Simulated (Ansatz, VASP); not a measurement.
One calculation of MoPt, two programs

The input INCAR:

```
ALGO = Normal
DIPOL = 0.5 0.5 0.294
EDIFF = 1E-7
ENCUT = 520
GGA = PE
IDIPOL = 3
ISIF = 2
ISMEAR = 0
ISPIN = 2
LASPH = True
LCHARG = False
LDIPOL = True
LMAXMIX = 4
LORBIT = 11
LREAL = False
LWAVE = False
MAGMOM = 1 0
NBANDS = 23
NELM = 150
PREC = Accurate
SIGMA = 0.1
```

The input KPOINTS:

```
k-points
0
Gamma
  6 6 1
```

File POSCAR:

```
MoPt
1.0
    3.5317009934      0.0000000000      0.0000000000
    0.0000000000      3.5317009934      0.0000000000
    0.0000000000      0.0000000000     23.8000000000
Mo Pt
1 1
Direct
    0.5000000000      0.5000000000      0.2941176471
    0.0000000000      0.0000000000      0.2941176471
```

Input for Ansatz:

```yaml
crystal:
  lattice:
    - [3.5317009934, 0.0, 0.0]
    - [0.0, 3.5317009934, 0.0]
    - [0.0, 0.0, 23.8]
  atoms:
    - { symbol: Mo, position: [0.5, 0.5, 0.2941176471], spin: 1.0 }
    - { symbol: Pt, position: [0.0, 0.0, 0.2941176471] }
  periodic: [true, true, false]
basis:
  ecutwfc: 420
kpoints:
  mp_grid: { grid: [6, 6, 1] }
hamiltonian:
  xc: pbe
scf:
  occupations: { method: gaussian, width: 0.1 }
  lower_state_search: "off"
output:
  forces: true
  stress: true
  eigenvalues: true
  populations: true
magnetization:
  spin_polarized: true
```

Alike in both runs: task single point; functional PBE; k mesh 6 × 6 × 1; occupations gaussian, width 0.1 eV; collinear spin.

|  | VASP | Ansatz |
| --- | --- | --- |
| version | VASP 6.6.1 | Ansatz 0.2.0 |
| potentials or method | VASP PAW PBE potentials, release 64 (Mo_sv, Pt), cutoff 520 eV | scalar-relativistic, plane waves, PAW |
| valence electrons in the cell | 24 | 32 |

VASP gave:

- gap on the k mesh at the Fermi level (eV): none
- net moment per atom (μB): 0.66
- size of the moment on the site where the two differ most (μB): 1.06

Which values does Ansatz return?

gap on the k mesh at the Fermi level (eV): none; net moment per atom (μB): 0.66; size of the moment on the site where the two differ most (μB): 0.86.

Site moments also hang on the region over which each program counts them. A gap of «none» marks a metal or a gap that the smearing closes. VASP's potentials hold 24 valence electrons a cell and Ansatz's 32, so a difference there can come from the potentials and not from the codes.

Neither program's run includes spin-orbit coupling.
